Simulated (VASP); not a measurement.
# Sb (R-3m) in VASP: density of states with RPBE

Aim: the density of states of Sb with RPBE.

Everything below comes from runs of VASP 6.6.1. Logs are shortened: lines on timing, memory, paths and dates and some standing lists are left out, and cuts for length are marked.

**1. The cell of the first run**

The structure is trigonal, space group R-3m (No. 166). The conventional cell has a = 4.332 Å, b = 4.332 Å, c = 11.334 Å, α = 90.00°, β = 90.00°, γ = 120.00°. Sb (site symmetry 3m) has 6 Sb at 2.92 to 3.37 Å within 3.9 Å.

**2. Density of states, RPBE**

Contents of POSCAR:

```
Sb
1.0
    4.3315180000      0.0000000000      0.0000000000
   -2.1657590000      3.7512110000      0.0000000000
   -2.1657590000      1.2504040000      3.7781640000
Sb
2
Direct
    0.2334900000      0.7665100000      0.7004700000
    0.7665100000      0.2334900000      0.2995300000
```

Contents of INCAR.step1:

```
ALGO = Normal
EDIFF = 1E-7
ENCUT = 520
GGA = RP
ISIF = 2
ISMEAR = -1
LASPH = True
LCHARG = True
LREAL = False
LWAVE = False
NBANDS = 12
NELM = 100
PREC = Accurate
SIGMA = 0.1
```

Contents of KPOINTS.step1:

```
k-points
0
Gamma
  9 9 9
```

Contents of INCAR.step2:

```
ALGO = Normal
EDIFF = 1E-7
ENCUT = 520
GGA = RP
ICHARG = 11
ISIF = 2
ISMEAR = -5
LASPH = True
LCHARG = False
LORBIT = 11
LREAL = False
LWAVE = False
NBANDS = 12
NEDOS = 2001
NELM = 100
PREC = Accurate
SIGMA = 0.1
```

Contents of KPOINTS.step2:

```
k-points
0
Gamma
  14 14 14
```

Potentials or basis: VASP PAW PBE potentials, release 64 (Sb).

The run is started by

```console
> cat potpaw_PBE.64/Sb/POTCAR > POTCAR
> cp INCAR.step1 INCAR
> cp KPOINTS.step1 KPOINTS
> mpirun -np 1 vasp_std > vasp.out
> cp INCAR.step2 INCAR
> cp KPOINTS.step2 KPOINTS
> mpirun -np 1 vasp_std > vasp.out
```

OUTCAR:

```text
EDIFF = 1E-7
   ENCUT = 520
   GGA = RP
   ICHARG = 11
   ISIF = 2
   ISMEAR = -5
   LASPH = True
   LORBIT = 11
   LREAL = False
   NELM = 100
   PREC = Accurate

 ion  position               nearest neighbor table
   1  0.233  0.767  0.700-   2 2.92   2 2.92   2 2.92   2 3.37   2 3.37   2 3.37
   2  0.767  0.233  0.300-   1 2.92   1 2.92   1 2.92   1 3.37   1 3.37   1 3.37

  LATTYP: Found a trigonal (rhomboedric) cell.
 ALAT       =     4.5308452702
 COS(alpha) =     0.5430243720

  Lattice vectors:

 A1 = (   0.0000000000,  -2.5008070000,   3.7781640000)
 A2 = (   2.1657590000,   1.2504040000,   3.7781640000)
 A3 = (  -2.1657590000,   1.2504040000,   3.7781640000)

Analysis of symmetry for initial positions (statically):
=====================================================================
 Subroutine PRICEL returns:
 Original cell was already a primitive cell.

 Routine SETGRP: Setting up the symmetry group for a
 trigonal (rhombohedral) supercell.

 Subroutine GETGRP returns: Found 12 space group operations
 (whereof 12 operations were pure point group operations)
 out of a pool of 12 trial point group operations.

The static configuration has the point symmetry D_3d.

Analysis of symmetry for dynamics (positions and initial velocities):
=====================================================================
 Subroutine PRICEL returns:
 Original cell was already a primitive cell.

 Routine SETGRP: Setting up the symmetry group for a
 trigonal (rhombohedral) supercell.

 Subroutine GETGRP returns: Found 12 space group operations
 (whereof 12 operations were pure point group operations)
 out of a pool of 12 trial point group operations.

The dynamic configuration has the point symmetry D_3d.

 Subroutine INISYM returns: Found 12 space group operations
 (whereof 12 operations are pure point group operations),
 and found     1 'primitive' translations

----------------------------------------------------------------------------------------

                                     Primitive cell

  volume of cell :      61.3893

  direct lattice vectors                    reciprocal lattice vectors
     4.331518000  0.000000000  0.000000000     0.230865946  0.133290289  0.088226263
    -2.165759000  3.751211000  0.000000000     0.000000000  0.266580579 -0.088226298
    -2.165759000  1.250404000  3.778164000     0.000000000  0.000000000  0.264678823
[... 100 lines left out ...]
   EFERMI =   0.00;   METHOD = LEGACY
   ISMEAR =    -5;   SIGMA  =   0.10  broadening in eV -4-tet -1-fermi 0-gaus
   EFERMI_NEDOS =   21; number of points for ismear=-14 and -15
   IALGO  =     38    algorithm
   IMIX   =      4    mixing-type and parameters
     AMIX     =   0.40;   BMIX     =  1.00
     AMIX_MAG =   1.60;   BMIX_MAG =  1.00
  volume/ion in A,a.u.               =      30.69       207.14
  Fermi-wavevector in a.u.,A,eV,Ry     =   0.894082  1.689570 10.876261  0.799383
  Thomas-Fermi vector in A             =   2.016242
   LORBIT       =     11    0 simple, 1 ext, 2 COOP (PROOUT), +10 PAW based schemes
   GGA     = RP    functional components
   LHFCALC =     F    Hartree Fock is set to
   AEXX    =    0.0000 exact exchange contribution
   IVDW    =     0    specifies the selected vdW correction
   LEPSILON=     F    determine dielectric tensor
   LRPA    =     F    only Hartree local field effects (RPA)
 non-spin polarized calculation
 Fermi weights with tetrahedron method with Bloechl corrections
  energy-cutoff  :      520.00
  volume of cell :       61.39
 maximum number of plane-waves:      1667

 number of electron      10.0000000 magnetization

 Free energy of the ion-electron system (eV)
  ---------------------------------------------------
  ext. energy  EPLUGINS =         0.00000000
  ---------------------------------------------------
  free energy    TOTEN  =        -7.51863761 eV

  energy without entropy =       -7.51863761  energy(sigma->0) =       -7.51863761

 E-fermi :   7.1982     XC(G=0):  -9.3849

 val. band max:        7.3212872952   @ k =   0.2143   0.0000   0.1429
 cond. band min:       7.0011708420   @ k =   0.5000   0.0000   0.0000
 fundamental gap:     -0.3201164532
 Fermi energy:         7.1982064001

 k-point     1 :       0.0000    0.0000    0.0000
  band No.  band energies     occupation
      1      -5.3958      2.00000
      2       2.3557      2.00000
      3       5.1629      2.00000
      4       5.4111      2.00000
      5       5.4111      2.00000
      6       9.2406      0.00000
      7       9.8627      0.00000
      8       9.8627      0.00000
      9      12.2824      0.00000
     10      12.2825      0.00000
     11      12.4450      0.00000
     12      13.8864      0.00000
[... 331 lines left out ...]
 k-point    24 :       0.2857    0.1429   -0.0000
  band No.  band energies     occupation
      1      -4.0045      2.00000
      2      -0.8816      2.00000
      3       3.8147      2.00000
      4       5.7392      2.00000
      5       6.1315      2.00000
      6       7.5013      0.00000
      7       7.8839      0.00000
      8      10.2868      0.00000
      9      12.2733      0.00000
     10      13.2949      0.00000
     11      16.0548      0.00000
     12      16.2802      0.00000

 [... further k-points ...]

------------------------ aborting loop because EDIFF is reached ----------------------------------------

  FORCE on cell =-STRESS in cart. coord.  units (eV):
  Direction    XX          YY          ZZ          XY          YZ          ZX
  --------------------------------------------------------------------------------------
  -------------------------------------------------------------------------------------
  Total        1.2428393      1.2428436      1.0982009     -0.0000000      0.0000001      0.0000000
  in kB       32.4364376     32.4365478     28.6615685     -0.0000000      0.0000025      0.0000000
  external PRESSURE =      31.1781847 kB  Pullay stress =       0.0000000 kB

 VOLUME and BASIS-vectors are now :
 -----------------------------------------------------------------------------
  energy-cutoff  :      520.00
  volume of cell :       61.39
      direct lattice vectors                 reciprocal lattice vectors
     4.331518000  0.000000000  0.000000000     0.230865946  0.133290289  0.088226263
    -2.165759000  3.751211000  0.000000000     0.000000000  0.266580579 -0.088226298
    -2.165759000  1.250404000  3.778164000     0.000000000  0.000000000  0.264678823

 POSITION                                       TOTAL-FORCE (eV/Angst)
 -----------------------------------------------------------------------------------
     -2.16576      3.75121      2.64649         0.000000      0.000000      0.177087
      2.16576      1.25040      1.13167        -0.000000     -0.000000     -0.177087
 -----------------------------------------------------------------------------------
    total drift:                                0.000000     -0.000000      0.000000

  FREE ENERGIE OF THE ION-ELECTRON SYSTEM (eV)
  ---------------------------------------------------
  free  energy   TOTEN  =        -7.5186376106 eV

  energy  without entropy=       -7.5186376106  energy(sigma->0) =       -7.51863761

 total charge

# of ion       s       p       d       tot
------------------------------------------
    1        1.208   1.143   0.035   2.386
    2        1.208   1.143   0.035   2.386
--------------------------------------------------
tot          2.416   2.286   0.069   4.772
```

Run time: 2.6 min. Hardware: 1 thread of AMD EPYC 7R43 (Zen 3), shared host; peak memory 0.27 GiB.

What came out:

- Valence electrons inside the program's atomic spheres: Sb 2.39

Caveat: the PAW data sets were made with another functional, which shifts forces and pressure a little; spin-orbit coupling is left out, which moves the levels of the heavy elements; tetrahedron occupations give inexact forces and stress in metals.
